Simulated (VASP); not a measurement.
# TiAl3 (Pmm2) in VASP: further runs

TiAl3 is run at these levels: PBEsol; tasks: single point.

All numbers are computed with VASP 6.6.1; they aren't measurements. Logs are shortened: lines on timing, memory, paths and dates and some standing lists are left out, and cuts for length are marked.

## Step 1: The cell of the first run

It takes space group Pmm2 (No. 25, orthorhombic). Conventional cell: a = 2.840 Å, b = 4.681 Å, c = 4.901 Å, α = 90.00°, β = 90.00°, γ = 90.00°. Ti (site symmetry mm2) has 10 Al at 2.83 to 2.85 Å and 2 Ti at 2.84 Å within 3.7 Å. Al (site symmetry mm2) has 4 Ti at 2.83 to 2.84 Å and 8 Al at 2.84 to 2.86 Å within 3.7 Å. Within 3.7 Å of Al (site symmetry mm2) lie 8 Al at 2.81 to 2.86 Å and 4 Ti at 2.85 Å. Within 3.7 Å of Al (site symmetry mm2) lie 10 Al at 2.81 to 2.86 Å and 2 Ti at 2.85 Å.

## Step 2: Single point, PBEsol

INCAR reads:

```
  PREC = Accurate
  ENCUT = 520
  EDIFF = 1E-7
  ISMEAR = 0
  SIGMA = 0.1
  LREAL = F
  LASPH = T
  NELM = 100
  ALGO = Normal
  ISIF = 2
  LWAVE = F
  LCHARG = F
  GGA = PS
  NBANDS = 18
```

KPOINTS reads:

```
regular mesh
0
Gamma
  4 2 2
```

POSCAR reads:

```
TiAl3
1.0
    2.8396770000      0.0000000000      0.0000000000
    0.0000000000      4.6812640000      0.0000000000
    0.0000000000      0.0000000000      4.9007420000
Ti Al
1 3
Direct
    0.0000000000      0.5000000000      0.1659160000
    0.5000000000      0.5000000000      0.6672710000
    0.5000000000      0.0000000000      0.3309120000
    0.0000000000      0.0000000000      0.8359000000
```

Potentials or basis: VASP PAW PBE potentials, release 64 (Ti_sv, Al).

Run with:

```sh
$ cat potpaw_PBE.64/Ti_sv/POTCAR potpaw_PBE.64/Al/POTCAR > POTCAR
$ mpirun -np 1 vasp_std > vasp.out
```

OUTCAR:

```text
PREC = Accurate
   ENCUT = 520
   EDIFF = 1E-7
   ISMEAR = 0
   LREAL = F
   LASPH = T
   NELM = 100
   ISIF = 2
   GGA = PS

 ion  position               nearest neighbor table
   1  0.000  0.500  0.166-   2 2.83   2 2.83   2 2.84   2 2.84   4 2.85   4 2.85   3 2.85   3 2.85
                             3 2.85   3 2.85
   2  0.500  0.500  0.667-   1 2.83   1 2.83   1 2.84   1 2.84   4 2.86   4 2.86   4 2.86   4 2.86
                             3 2.86   3 2.86
   3  0.500  0.000  0.331-   4 2.81   4 2.81   4 2.85   4 2.85   1 2.85   1 2.85   1 2.85   1 2.85
                             2 2.86   2 2.86
   4  0.000  0.000  0.836-   3 2.81   3 2.81   1 2.85   1 2.85   3 2.85   3 2.85   2 2.86   2 2.86
                             2 2.86   2 2.86

  LATTYP: Found a simple orthorhombic cell.
 ALAT       =     2.8396770000
 B/A-ratio  =     1.6485198845
 C/A-ratio  =     1.7258096607

  Lattice vectors:

 A1 = (   2.8396770000,   0.0000000000,   0.0000000000)
 A2 = (   0.0000000000,   4.6812640000,   0.0000000000)
 A3 = (   0.0000000000,   0.0000000000,   4.9007420000)

Analysis of symmetry for initial positions (statically):
=====================================================================
 Subroutine PRICEL returns:
 Original cell was already a primitive cell.

 Routine SETGRP: Setting up the symmetry group for a
 simple orthorhombic supercell.

 Subroutine GETGRP returns: Found  4 space group operations
 (whereof  4 operations were pure point group operations)
 out of a pool of  8 trial point group operations.

The static configuration has the point symmetry C_2v.

Analysis of symmetry for dynamics (positions and initial velocities):
=====================================================================
 Subroutine PRICEL returns:
 Original cell was already a primitive cell.

 Routine SETGRP: Setting up the symmetry group for a
 simple orthorhombic supercell.

 Subroutine GETGRP returns: Found  4 space group operations
 (whereof  4 operations were pure point group operations)
 out of a pool of  8 trial point group operations.

The dynamic configuration has the point symmetry C_2v.

 Subroutine INISYM returns: Found  4 space group operations
 (whereof  4 operations are pure point group operations),
 and found     1 'primitive' translations

----------------------------------------------------------------------------------------

                                     Primitive cell

  volume of cell :      65.1469

  direct lattice vectors                    reciprocal lattice vectors
     2.839677000  0.000000000  0.000000000     0.352152727  0.000000000  0.000000000
     0.000000000  4.681264000  0.000000000     0.000000000  0.213617519  0.000000000
     0.000000000  0.000000000  4.900742000     0.000000000  0.000000000  0.204050734

  length of vectors
     2.839677000  4.681264000  4.900742000     0.352152727  0.213617519  0.204050734

  position of ions in fractional coordinates (direct lattice)
     0.000000000  0.500000000  0.165916000
     0.500000000  0.500000000  0.667271000
     0.500000000  0.000000000  0.330912000
     0.000000000  0.000000000  0.835900000

  ion indices of the primitive-cell ions
   primitive index   ion index
                 1           1
                 2           2
                 3           3
                 4           4

----------------------------------------------------------------------------------------

 KPOINTS: regular mesh

Automatic generation of k-mesh.
 Grid dimensions read from file:
 generate k-points for:    4    2    2

 Generating k-lattice:

  Cartesian coordinates                     Fractional coordinates (reciprocal lattice)
     0.088038182  0.000000000  0.000000000     0.250000000  0.000000000  0.000000000
     0.000000000  0.106808759  0.000000000     0.000000000  0.500000000  0.000000000
     0.000000000  0.000000000  0.102025367     0.000000000  0.000000000  0.500000000

  Length of vectors
     0.088038182  0.106808759  0.102025367

  Shift w.r.t. Gamma in fractional coordinates (k-lattice)
     0.000000000  0.000000000  0.000000000

 Subroutine IBZKPT returns following result:
 ===========================================

 Found     12 irreducible k-points:

 Following reciprocal coordinates:
            Coordinates               Weight
  0.000000  0.000000  0.000000      1.000000
  0.250000  0.000000  0.000000      2.000000
  0.500000  0.000000  0.000000      1.000000
  0.000000  0.500000  0.000000      1.000000
  0.250000  0.500000  0.000000      2.000000
  0.500000  0.500000  0.000000      1.000000
  0.000000  0.000000  0.500000      1.000000
  0.250000  0.000000  0.500000      2.000000
  0.500000  0.000000  0.500000      1.000000
  0.000000  0.500000  0.500000      1.000000
  0.250000  0.500000  0.500000      2.000000
  0.500000  0.500000  0.500000      1.000000
   k-points           NKPTS =     12   k-points in BZ     NKDIM =     12   number of bands    NBANDS=     18
   number of dos      NEDOS =    301   number of ions     NIONS =      4
   total plane-waves  NPLWV =  31104
   dimension x,y,z NGX =    24 NGY =   36 NGZ =   36
   dimension x,y,z NGXF=    48 NGYF=   72 NGZF=   72
   ions per type =               1   3
   NGX,Y,Z   is equivalent  to a cutoff of  14.05, 12.78, 12.21 a.u.
   NGXF,Y,Z  is equivalent  to a cutoff of  28.10, 25.57, 24.42 a.u.
 SYSTEM =  unknown system
   PREC   = accura    normal or accurate (medium, high low for compatibility)
   ISTART =      0    job   : 0-new  1-cont  2-samecut
   ICHARG =      2    charge: 1-file 2-atom 10-const
   ISPIN  =      1    spin polarized calculation?
   LNONCOLLINEAR =      F non collinear calculations
   LSORBIT =      F    spin-orbit coupling
   LASPH  =      T    aspherical Exc in radial PAW
   ENCUT  =  520.0 eV  38.22 Ry    6.18 a.u.   5.28  8.70  9.11*2*pi/ulx,y,z
   NELM   =    100;   NELMIN=  2; NELMDL= -5     # of ELM steps
   EDIFF  = 0.1E-06   stopping-criterion for ELM
   LREAL  =      F    real-space projection
   EDIFFG = 0.1E-05   stopping-criterion for IOM
   NSW    =      0    number of steps for IOM
   IBRION =     -1    ionic relax: 0-MD 1-quasi-New 2-CG
   NFREE  =      0    steps in history (QN), initial steepest desc. (CG)
   ISIF   =      2    stress and relaxation
   ISYM   =      2    0-nonsym 1-usesym 2-fastsym
   POTIM  = 0.5000    time-step for ionic-motion
   TEBEG  =    0.0;   TEEND  =   0.0 temperature during run
   PSTRESS=    0.0 pullay stress
   NELECT =      21.0000    total number of electrons
   NUPDOWN=      -1.0000    fix difference up-down
   EMIN   =  10.00;   EMAX   =-10.00  energy-range for DOS
   EFERMI =   0.00;   METHOD = LEGACY
   ISMEAR =     0;   SIGMA  =   0.10  broadening in eV -4-tet -1-fermi 0-gaus
   EFERMI_NEDOS =   21; number of points for ismear=-14 and -15
   IALGO  =     38    algorithm
   IMIX   =      4    mixing-type and parameters
     AMIX     =   0.40;   BMIX     =  1.00
     AMIX_MAG =   1.60;   BMIX_MAG =  1.00
  volume/ion in A,a.u.               =      16.29       109.91
  Fermi-wavevector in a.u.,A,eV,Ry     =   1.122492  2.121202 17.143184  1.259988
  Thomas-Fermi vector in A             =   2.259152
   LORBIT       =      0    0 simple, 1 ext, 2 COOP (PROOUT), +10 PAW based schemes
   GGA     = PS    functional components
   LHFCALC =     F    Hartree Fock is set to
   AEXX    =    0.0000 exact exchange contribution
   IVDW    =     0    specifies the selected vdW correction
   LEPSILON=     F    determine dielectric tensor
   LRPA    =     F    only Hartree local field effects (RPA)
 non-spin polarized calculation
 Gauss-broadening in eV      SIGMA  =   0.10
  energy-cutoff  :      520.00
  volume of cell :       65.15
 maximum number of plane-waves:      1776
 NGX is ok and might be reduce to    24
   NGX = 11   NGY = 17   NGZ = 19

 number of electron      21.0000004 magnetization

 Free energy of the ion-electron system (eV)
  ---------------------------------------------------
  ext. energy  EPLUGINS =         0.00000000
  ---------------------------------------------------
  free energy    TOTEN  =       -21.56942545 eV

  energy without entropy =      -21.56849460  energy(sigma->0) =      -21.56896002

 E-fermi :   8.0986     XC(G=0): -10.7134

 val. band max:        7.9501884659   @ k =   0.0000   0.5000   0.5000
 cond. band min:       8.2858660605   @ k =   0.2500   0.5000   0.5000
 fundamental gap:      0.3356775945
 Fermi energy:         8.0986355535

 k-point     1 :       0.0000    0.0000    0.0000
  band No.  band energies     occupation
      1     -48.3069      2.00000
      2     -24.7201      2.00000
      3     -24.7188      2.00000
      4     -24.3881      2.00000
      5      -2.1311      2.00000
      6       2.9001      2.00000
[... 10 lines left out ...]
     17      14.0052      0.00000
     18      14.3542      0.00000

 k-point     2 :       0.2500    0.0000    0.0000
  band No.  band energies     occupation
      1     -48.2797      2.00000
      2     -24.6930      2.00000
      3     -24.6921      2.00000
      4     -24.6141      2.00000
      5      -0.9743      2.00000
      6       3.9307      2.00000
[... 10 lines left out ...]
     17      12.6823      0.00000
     18      13.7187      0.00000

 k-point     3 :       0.5000    0.0000    0.0000
  band No.  band energies     occupation
      1     -48.2524      2.00000
      2     -24.8342      2.00000
      3     -24.6658      2.00000
      4     -24.6654      2.00000
      5       2.3245      2.00000
      6       2.3848      2.00000
[... 10 lines left out ...]
     17      11.3721      0.00000
     18      12.0988      0.00000

 k-point     4 :       0.0000    0.5000    0.0000
  band No.  band energies     occupation
      1     -48.3068      2.00000
      2     -24.7224      2.00000
      3     -24.7198      2.00000
      4     -24.3880      2.00000
      5      -0.8759      2.00000
      6       0.1366      2.00000
[... 123 lines left out ...]
      4     -24.3881      2.00000
      5       0.2283      2.00000
      6       0.9059      2.00000
[... 10 lines left out ...]
     17      14.3441      0.00000
     18      14.7133      0.00000

 k-point    11 :       0.2500    0.5000    0.5000
  band No.  band energies     occupation
      1     -48.2797      2.00000
      2     -24.6950      2.00000
      3     -24.6944      2.00000
      4     -24.6137      2.00000
      5       1.3372      2.00000
      6       1.8900      2.00000
[... 10 lines left out ...]
     17      12.7434      0.00000
     18      14.6167      0.00000

 k-point    12 :       0.5000    0.5000    0.5000
  band No.  band energies     occupation
      1     -48.2523      2.00000
      2     -24.8334      2.00000
      3     -24.6676      2.00000
      4     -24.6666      2.00000
      5       4.1924      2.00000
      6       4.2799      2.00000
[... 10 lines left out ...]
     17      13.2089      0.00000
     18      15.6430      0.00000

------------------------ aborting loop because EDIFF is reached ----------------------------------------

  FORCE on cell =-STRESS in cart. coord.  units (eV):
  Direction    XX          YY          ZZ          XY          YZ          ZX
  --------------------------------------------------------------------------------------
  -------------------------------------------------------------------------------------
  Total       -2.3340421      0.5959475     -0.9931097      0.0000000      0.0000000      0.0000000
  in kB      -57.4017781     14.6563114    -24.4238363      0.0000000      0.0000000      0.0000000
  external PRESSURE =     -22.3897677 kB  Pullay stress =       0.0000000 kB

 VOLUME and BASIS-vectors are now :
 -----------------------------------------------------------------------------
  energy-cutoff  :      520.00
  volume of cell :       65.15
      direct lattice vectors                 reciprocal lattice vectors
     2.839677000  0.000000000  0.000000000     0.352152727  0.000000000  0.000000000
     0.000000000  4.681264000  0.000000000     0.000000000  0.213617519  0.000000000
     0.000000000  0.000000000  4.900742000     0.000000000  0.000000000  0.204050734

 POSITION                                       TOTAL-FORCE (eV/Angst)
 -----------------------------------------------------------------------------------
      0.00000      2.34063      0.81311         0.000000      0.000000     -0.094484
      1.41984      2.34063      3.27012         0.000000      0.000000     -0.003623
      1.41984      0.00000      1.62171         0.000000      0.000000      0.182482
      0.00000      0.00000      4.09653         0.000000      0.000000     -0.084375
 -----------------------------------------------------------------------------------
    total drift:                                0.000000      0.000000      0.000186

  FREE ENERGIE OF THE ION-ELECTRON SYSTEM (eV)
  ---------------------------------------------------
  free  energy   TOTEN  =       -21.5694254469 eV

  energy  without entropy=      -21.5684945969  energy(sigma->0) =      -21.56896002
```

It took 24 s on 1 thread of AMD EPYC 7R13, shared host; peak memory 0.18 GiB.

What came out:

```yaml
Free_energy: -21.5694 eV
Pressure: -2.2 GPa
Largest_force: 0.182 eV/Å
Band_gap_on_the_k_mesh: zero (an odd number of electrons rules out a gap without spin polarisation)
```

Forces on the atoms (eV/Å):
```
Ti   0.000  0.000 -0.094
Al   0.000  0.000 -0.004
Al   0.000  0.000  0.182
Al   0.000  0.000 -0.084
```

Caveat: the k points lie up to 0.67 Å⁻¹ apart, too coarse for converged energies and pressures of a metal; the PAW data sets were made with another functional, which shifts forces and pressure a little.

## Step 3: Single point, PBEsol

INCAR reads:

```
SYSTEM = TiAl3
PREC     = Accurate       ! precision mode
ENCUT    = 520            ! plane-wave cutoff, eV
EDIFF    = 1E-6           ! SCF threshold, eV
ISMEAR   = 0              ! smearing method
SIGMA    = 0.1            ! smearing width, eV
LREAL    = .False.        ! projectors in reciprocal space
LASPH    = .True.         ! aspherical terms in the spheres
NELM     = 80             ! most SCF steps
ALGO     = Normal         ! electronic algorithm
ISIF     = 2              ! what is computed and relaxed
LWAVE    = .False.        ! write WAVECAR
LCHARG   = .False.        ! write CHGCAR
GGA      = PS             ! functional
NBANDS   = 18             ! bands
```

KPOINTS reads:

```
Automatic mesh
0
Gamma
  6 4 4
  0 0 0
```

POSCAR is that of step 2.

Potentials or basis: VASP PAW PBE potentials, release 64 (Ti_sv, Al).

Run with:

```sh
$ cat potpaw_PBE.64/Ti_sv/POTCAR potpaw_PBE.64/Al/POTCAR > POTCAR
$ mpirun -np 1 vasp_std > vasp.out
```

It took 55 s on 1 thread of AMD EPYC 7R13, shared host; peak memory 0.2 GiB.

It converged, with:

| Property | Result |
| --- | --- |
| Free energy | -21.6091 eV |
| Pressure | -2.4 GPa |
| Largest force | 0.109 eV/Å |
| Band gap on the k mesh | zero (an odd number of electrons rules out a gap without spin polarisation) |

Forces in eV/Å, atoms in the order of the input:
```
Ti   0.000  0.000 -0.053
Al   0.000  0.000 -0.016
Al   0.000  0.000 -0.040
Al   0.000  0.000  0.109
```

Stress tensor (GPa, compression positive):
```
-3.74  0.00  0.00
 0.00 -2.40  0.00
 0.00  0.00 -1.01
```

Levels at points of the mesh, in eV from the Fermi level:
| k point | band 9 | band 10 | band 11 | band 12 | band 13 | band 14 |
| --- | --- | --- | --- | --- | --- | --- |
| (0.00, 0.00, 0.00) | -2.72 | -0.86 | -0.46 | 2.23 | 2.32 | 2.62 |
| (0.50, 0.00, 0.00) | -1.81 | 0.29 | 0.51 | 0.66 | 1.29 | 1.43 |
| (0.00, 0.50, 0.00) | -2.09 | -1.57 | -0.22 | 2.16 | 2.24 | 2.57 |
| (0.50, 0.50, 0.00) | -1.76 | -0.56 | -0.39 | 0.70 | 1.06 | 1.24 |
| (0.00, 0.00, 0.50) | -2.18 | -1.12 | -0.38 | 2.12 | 2.18 | 2.33 |
| (0.50, 0.00, 0.50) | -1.38 | -0.28 | -0.22 | 0.48 | 1.11 | 1.85 |
| (0.00, 0.50, 0.50) | -0.25 | -0.10 | 0.67 | 2.15 | 2.19 | 3.63 |
| (0.50, 0.50, 0.50) | -2.87 | -2.82 | -0.87 | -0.29 | 0.95 | 1.98 |

Caveat: the k points lie up to 0.37 Å⁻¹ apart, too coarse for converged energies and pressures of a metal; the PAW data sets were made with another functional, which shifts forces and pressure a little.

(Part 1 of 2 ends here.)

The gap in the log of VASP goes by the Fermi energy; the results here count the filled bands.